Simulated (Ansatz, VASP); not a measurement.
## Two plane-wave programs on HgC2S2N2

```
Hg C S N
1.0
     5.43900   -2.02100    0.00000
     5.43900    2.02100    0.00000
    -0.59217    0.00000    6.40770
Hg C S N
1 2 2 2
Direct
  0.00000 0.00000 0.00000
  0.26624 0.26624 0.22325
  0.73376 0.73376 0.77675
  0.13209 0.13209 0.32597
  0.86791 0.86791 0.67403
  0.36350 0.36350 0.15677
  0.63650 0.63650 0.84323
```

Alike in both runs: functional PBE; k mesh 7 × 7 × 5; occupations fermi-dirac, width 0.02 eV; no spin polarisation.

Ansatz relaxed the structure, and its values are those at the end. VASP's run is a single point on that final structure, the one shown.

```csv
,VASP,Ansatz
version,VASP 6.6.1,Ansatz 0.2.0
potentials or method,"VASP PAW PBE potentials, release 64 (Hg, C, S, N)","plane-wave PAW, scalar-relativistic"
plane-wave cutoff (eV),520,420
valence electrons in the cell,42,50
```

Ansatz gave:

| Quantity | Value |
| --- | --- |
| gap on the k mesh at the Fermi level (eV) | 2.25 |
| pressure (GPa) | 1.4 |
| rms of the force components (eV/Å) | 0.006 |

Q: Which values does VASP return?

A: gap on the k mesh at the Fermi level (eV): 2.27; pressure (GPa): 1.5; rms of the force components (eV/Å): 0.194.

One of these differences is far larger than is usual between the two programs; its cause wasn't traced. VASP's potentials hold 42 valence electrons a cell and Ansatz's 50, so a difference there can come from the potentials and not from the codes. Ansatz's warnings: stress scf threshold loose.

Neither program's run includes spin-orbit coupling. Noted on VASP's run: the standard files for N, O and F lose accuracy on very short bonds.
